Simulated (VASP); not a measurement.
# Ta in VASP: single point with PBE

Aim: the single point of Ta with PBE.

All numbers are computed with VASP 6.6.1; they aren't measurements. Logs are shortened: lines on timing, memory, paths and dates and some standing lists are left out, and cuts for length are marked.

### Step 1. The cell of the first run

The cell holds a slab with vacuum, 3 atoms: a = 4.695 Å, b = 4.695 Å, c = 17.916 Å, α = 90.00°, β = 90.00°, γ = 120.00°.

### Step 2. Single point, PBE, non-collinear spin, zero start, spin-orbit coupling

Contents of INCAR:

```
SYSTEM = Ta
PREC = Accurate
ENCUT = 400
EDIFF = 1E-6
ISMEAR = -1
SIGMA = 0.08
LREAL = .False.
LASPH = .True.
NELM = 200
ALGO = Normal
ISIF = 2
LWAVE = .False.
LCHARG = .False.
MAGMOM = 0 0 0 0 0 0 0 0 0
LORBIT = 11
LSORBIT = .True.
GGA_COMPAT = .False.
LORBMOM = .True.
LMAXMIX = 4
LDIPOL = .True.
IDIPOL = 3
DIPOL = 0.5 0.5 0.500
GGA = PE
NBANDS = 46
NELMDL = -8
```

Contents of KPOINTS:

```
Automatic mesh
0
Gamma
  9 9 1
  0 0 0
```

Contents of POSCAR:

```
Ta
1.0
    4.6945593018      0.0000000000      0.0000000000
   -2.3472796509      4.0656076149      0.0000000000
    0.0000000000      0.0000000000     17.9165000000
Ta
3
Direct
    0.1666666667      0.3333333333      0.4708441903
    0.5000000000      1.0000000000      0.5000002656
    0.8333333333      0.6666666667      0.5291555439
```

Potentials or basis: VASP PAW PBE potentials, release 64 (Ta_pv).

On the command line:

```bash
> cat potpaw_PBE.64/Ta_pv/POTCAR > POTCAR
> mpirun -np 1 vasp_ncl > vasp.out
```

OUTCAR:

```text
SYSTEM = Ta
   PREC = Accurate
   ENCUT = 400
   EDIFF = 1E-6
   ISMEAR = -1
   LREAL = .False.
   LASPH = .True.
   NELM = 200
   ISIF = 2
   LORBIT = 11
   LSORBIT = .True.
   GGA = PE
   NELMDL = -8

 ion  position               nearest neighbor table
   1  0.167  0.333  0.471-   2 2.76   2 2.76   2 2.76   3 2.90   3 2.90   3 2.90
   2  0.500  0.000  0.500-   3 2.76   3 2.76   3 2.76   1 2.76   1 2.76   1 2.76
   3  0.833  0.667  0.529-   2 2.76   2 2.76   2 2.76   1 2.90   1 2.90   1 2.90

  LATTYP: Found a hexagonal cell.
 ALAT       =     4.6945593018
 C/A-ratio  =     3.8164391689

  Lattice vectors:

 A1 = (   4.6945593018,   0.0000000000,   0.0000000000)
 A2 = (  -2.3472796509,   4.0656076149,   0.0000000000)
 A3 = (   0.0000000000,   0.0000000000,  17.9165000000)

Analysis of symmetry for initial positions (statically):
=====================================================================
 Subroutine PRICEL returns:
 Original cell was already a primitive cell.

 Routine SETGRP: Setting up the symmetry group for a
 hexagonal supercell.

 Subroutine GETGRP returns: Found 12 space group operations
 (whereof  4 operations were pure point group operations)
 out of a pool of 24 trial point group operations.

The static configuration has the point symmetry C_2h.
 The point group associated with its full space group is D_3d.

Analysis of symmetry for dynamics (positions and initial velocities):
=====================================================================
 Subroutine PRICEL returns:
 Original cell was already a primitive cell.

 Routine SETGRP: Setting up the symmetry group for a
 hexagonal supercell.

 Subroutine GETGRP returns: Found 12 space group operations
 (whereof  4 operations were pure point group operations)
 out of a pool of 24 trial point group operations.

The dynamic configuration has the point symmetry C_2h.
 The point group associated with its full space group is D_3d.

Analysis of structural, dynamic, and magnetic symmetry:
=====================================================================
 Subroutine PRICEL returns:
 Original cell was already a primitive cell.

 Routine SETGRP: Setting up the symmetry group for a
 hexagonal supercell.

 Subroutine GETGRP returns: Found 12 space group operations
 (whereof  4 operations were pure point group operations)
 out of a pool of 24 trial point group operations.

The overall configuration has the point symmetry C_2h.
 The point group associated with its full space group is D_3d.

 Subroutine INISYM returns: Found 12 space group operations
 (whereof  4 operations are pure point group operations),
 and found     1 'primitive' translations

----------------------------------------------------------------------------------------

                                     Primitive cell

  volume of cell :     341.9585

  direct lattice vectors                    reciprocal lattice vectors
     4.694559302  0.000000000  0.000000000     0.213012540  0.122982847  0.000000000
    -2.347279651  4.065607615  0.000000000     0.000000000  0.245965694  0.000000000
     0.000000000  0.000000000 17.916500000     0.000000000  0.000000000  0.055814473

  length of vectors
     4.694559302  4.694559302 17.916500000     0.245965694  0.245965694  0.055814473

  position of ions in fractional coordinates (direct lattice)
     0.166666667  0.333333333  0.470844190
     0.500000000  0.000000000  0.500000266
     0.833333333  0.666666667  0.529155544

  ion indices of the primitive-cell ions
   primitive index   ion index
                 1           1
                 2           2
                 3           3

[... 98 lines left out ...]

 number of electron      32.9999992 magnetization       0.0000000      0.0000000      0.0000000

 number of electron      32.9999992 magnetization      -0.0000000      0.0000000      0.0000000

 number of electron      32.9999992 magnetization      -0.0000000      0.0000000     -0.0000000

 dipolmoment           0.000000      0.000000      0.000000 electrons x Angstroem

 Free energy of the ion-electron system (eV)
  ---------------------------------------------------
  ext. energy  EPLUGINS =         0.00000000
  ---------------------------------------------------
  free energy    TOTEN  =       -30.77091770 eV

  energy without entropy =      -30.68209223  energy(sigma->0) =      -30.72650496

 E-fermi :  -2.6002     XC(G=0):  -3.1508

 val. band max:       -2.7027349106   @ k =   0.3333   0.2222   0.0000
 cond. band min:      -2.5838547866   @ k =   0.2222   0.2222   0.0000
 fundamental gap:      0.1188801240
 Fermi energy:        -2.6001605735

 k-point     1 :       0.0000    0.0000    0.0000
  band No.  band energies     occupation
      1     -42.1810      1.00000
      2     -42.1810      1.00000
      3     -42.1604      1.00000
      4     -42.1604      1.00000
      5     -41.7765      1.00000
      6     -41.7765      1.00000
[... 565 lines left out ...]
     44       0.2249      0.00000
     45       0.4972      0.00000
 [bands above 45 left out]

------------------------ aborting loop because EDIFF is reached ----------------------------------------

 vacuum level on the upper side and lower side of the slab       (xc-potential included)        -0.122        -0.123

  FORCE on cell =-STRESS in cart. coord.  units (eV):
  Direction    XX          YY          ZZ          XY          YZ          ZX
  --------------------------------------------------------------------------------------
  -------------------------------------------------------------------------------------
  Total       -4.8098137     -4.8098137     -0.0109432      0.0000000      0.0000000      0.0000000
  in kB      -22.5354055    -22.5354055     -0.0512723      0.0000000      0.0000000      0.0000000
  external PRESSURE =     -15.0406944 kB  Pullay stress =       0.0000000 kB

 VOLUME and BASIS-vectors are now :
 -----------------------------------------------------------------------------
  energy-cutoff  :      400.00
  volume of cell :      341.96
      direct lattice vectors                 reciprocal lattice vectors
     4.694559302  0.000000000  0.000000000     0.213012540  0.122982847  0.000000000
    -2.347279651  4.065607615  0.000000000     0.000000000  0.245965694  0.000000000
     0.000000000  0.000000000 17.916500000     0.000000000  0.000000000  0.055814473

 POSITION                                       TOTAL-FORCE (eV/Angst)
 -----------------------------------------------------------------------------------
      0.00000      1.35520      8.43588        -0.000000      0.000000     -0.022202
      2.34728      0.00000      8.95825        -0.000000      0.000000      0.000000
      2.34728      2.71041      9.48062         0.000000     -0.000000      0.022202
 -----------------------------------------------------------------------------------
    total drift:                                0.000000     -0.000000     -0.000310

  FREE ENERGIE OF THE ION-ELECTRON SYSTEM (eV)
  ---------------------------------------------------
  free  energy   TOTEN  =       -30.7709176961 eV

  energy  without entropy=      -30.6820922308  energy(sigma->0) =      -30.72650496

 vacuum level on the upper side and lower side of the slab         1.601         1.601

 orbital moment (x)

 # of ion     p       d       tot
 ----------------------------------------
  1        -0.000  -0.000  -0.000
  2        -0.000  -0.000  -0.000
  3        -0.000  -0.000  -0.000
 ----------------------------------------
           -0.000  -0.000  -0.000

 orbital moment (y)

 # of ion     p       d       tot
 ----------------------------------------
  1        -0.000  -0.000  -0.000
  2         0.000   0.000   0.000
  3        -0.000  -0.000  -0.000
 ----------------------------------------
           -0.000  -0.000  -0.000

 orbital moment (z)

 # of ion     p       d       tot
 ----------------------------------------
  1        -0.000   0.000  -0.000
  2         0.000  -0.000  -0.000
  3         0.000   0.000   0.000
 ----------------------------------------
           -0.000  -0.000  -0.000

 Spin-Orbit-Coupling matrix elements

 Ion:    1  E_soc:     -1.4590248
 l=   1
     0.0000000    -0.2163375    -0.2222351
    -0.2163375     0.0000000    -0.2163375
    -0.2222351    -0.2163375     0.0000000
 l=   2
     0.0000000    -0.0043335     0.0000000    -0.0043335    -0.0197702
    -0.0043335     0.0000000    -0.0159893    -0.0055193    -0.0043335
     0.0000000    -0.0159893     0.0000000    -0.0159893     0.0000000
    -0.0043335    -0.0055193    -0.0159893     0.0000000    -0.0043335
    -0.0197702    -0.0043335     0.0000000    -0.0043335     0.0000000
 l=   3
     0.0000000     0.0000000     0.0000000     0.0000000     0.0000000     0.0000000     0.0000000
     0.0000000     0.0000000     0.0000000     0.0000000     0.0000000     0.0000000     0.0000000
     0.0000000     0.0000000     0.0000000     0.0000000     0.0000000     0.0000000     0.0000000
     0.0000000     0.0000000     0.0000000     0.0000000     0.0000000     0.0000000     0.0000000
[... 29 lines left out ...]
 l=   2
     0.0000000    -0.0043335     0.0000000    -0.0043335    -0.0197702
    -0.0043335     0.0000000    -0.0159893    -0.0055193    -0.0043335
     0.0000000    -0.0159893     0.0000000    -0.0159893     0.0000000
    -0.0043335    -0.0055193    -0.0159893     0.0000000    -0.0043335
    -0.0197702    -0.0043335     0.0000000    -0.0043335     0.0000000
 l=   3
     0.0000000     0.0000000     0.0000000     0.0000000     0.0000000     0.0000000     0.0000000
     0.0000000     0.0000000     0.0000000     0.0000000     0.0000000     0.0000000     0.0000000
     0.0000000     0.0000000     0.0000000     0.0000000     0.0000000     0.0000000     0.0000000
     0.0000000     0.0000000     0.0000000     0.0000000     0.0000000     0.0000000     0.0000000
     0.0000000     0.0000000     0.0000000     0.0000000     0.0000000     0.0000000     0.0000000
     0.0000000     0.0000000     0.0000000     0.0000000     0.0000000     0.0000000     0.0000000
     0.0000000     0.0000000     0.0000000     0.0000000     0.0000000     0.0000000     0.0000000

 total charge

# of ion       s       p       d       tot
------------------------------------------
    1        0.385   6.063   2.394   8.842
    2        0.413   6.087   2.441   8.941
    3        0.385   6.063   2.394   8.842
--------------------------------------------------
tot          1.183  18.213   7.229  26.625

 magnetization (x)

# of ion       s       p       d       tot
------------------------------------------
    1        0.000   0.000   0.000   0.000
    2       -0.000   0.000  -0.000  -0.000
    3        0.000   0.000  -0.000  -0.000
--------------------------------------------------
tot         -0.000   0.000  -0.000  -0.000

 magnetization (y)

# of ion       s       p       d       tot
------------------------------------------
    1        0.000   0.000  -0.000  -0.000
    2        0.000   0.000   0.000   0.000
    3        0.000   0.000  -0.000  -0.000
--------------------------------------------------
tot          0.000   0.000  -0.000  -0.000

 magnetization (z)

# of ion       s       p       d       tot
------------------------------------------
    1        0.000   0.000   0.000   0.000
    2        0.000   0.000   0.000   0.000
    3        0.000   0.000   0.000   0.000
--------------------------------------------------
tot          0.000   0.000   0.000   0.000
```

Wall time 6.4 min (1 thread of Intel Xeon 6975P-C (Granite Rapids), shared host); peak memory 0.87 GiB.

Results:

```
Free energy                                           : -30.7709 eV
Largest force                                         : 0.022 eV/Å
Net moment                                            : 0.00 μB per cell
Valence electrons inside the program's atomic spheres : Ta 8.84, 8.94
```

Forces in eV/Å, atoms in the order of the input:
```
Ta   0.000  0.000 -0.022
Ta   0.000  0.000  0.000
Ta   0.000  0.000  0.022
```

Moments on the atoms (μB; x, y, z):
```
Ta  0.00 0.00 0.00
Ta  0.00 0.00 0.00
Ta  0.00 0.00 0.00
```
